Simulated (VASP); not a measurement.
Al: single point with PBEsol

Crystal: Al.

```
CELL_PARAMETERS angstrom
-1.60644 1.60644 -1.60644
-3.21288 -3.21288 0.00000
-5.35480 5.35480 7.49672
ATOMIC_POSITIONS crystal
Al 0.60417 0.50000 0.06250
Al 0.68750 0.00000 0.93750
Al 0.77083 0.50000 0.31250
Al 0.18750 0.00000 0.18750
Al 0.93750 0.50000 0.56250
Al 0.35417 0.00000 0.43750
Al 0.10417 0.50000 0.81250
Al 0.52083 0.00000 0.68750
```

This cell differs from its parent crystal: layers slid over each other.

```json
{
  "Program": "VASP 6.6.1",
  "Task": "single point",
  "Functional": "PBEsol",
  "Potentials or basis": "VASP PAW PBE potentials, release 64 (Al)",
  "Cutoff": "500 eV",
  "k mesh": "21 × 13 × 6",
  "Occupations": "gaussian, width 0.15 eV",
  "Spin": "no spin polarisation"
}
```

The pressure is 0.8 GPa and the largest force is 0.412 eV/Å. The band gap on the k mesh is zero (bands 12 and 13 overlap by 4.36 eV).

Forces in eV/Å, atoms in the order of the input:
```
Al  -0.193  0.193  0.309
Al   0.193 -0.193 -0.309
Al   0.013 -0.013 -0.027
Al   0.122 -0.122 -0.031
Al  -0.004  0.004 -0.010
Al   0.004 -0.004  0.010
Al  -0.122  0.122  0.031
Al  -0.013  0.013  0.027
```

Stress tensor (GPa, compression positive):
```
 0.74  1.21  0.27
 1.21  0.74 -0.27
 0.27 -0.27  0.85
```

Levels at points of the mesh, in eV from the Fermi level:
```tsv
k point	band 9	band 10	band 11	band 12	band 13	band 14	band 15	band 16
(0.00, 0.00, 0.00)	-3.04	-2.55	-2.53	0.66	0.66	0.67	0.71	1.35
(0.00, 0.00, 0.50)	-2.95	-2.95	-1.51	-1.47	-0.79	-0.77	3.46	3.51
```

Run time: 6.6 min on 1 thread of AMD EPYC 9R45 (Zen 5) (shared host), peak memory 0.82 GiB.

Caveat: the cell differs from its parent crystal (layers slid over each other); the PAW data sets were made with another functional, which shifts forces and pressure a little.
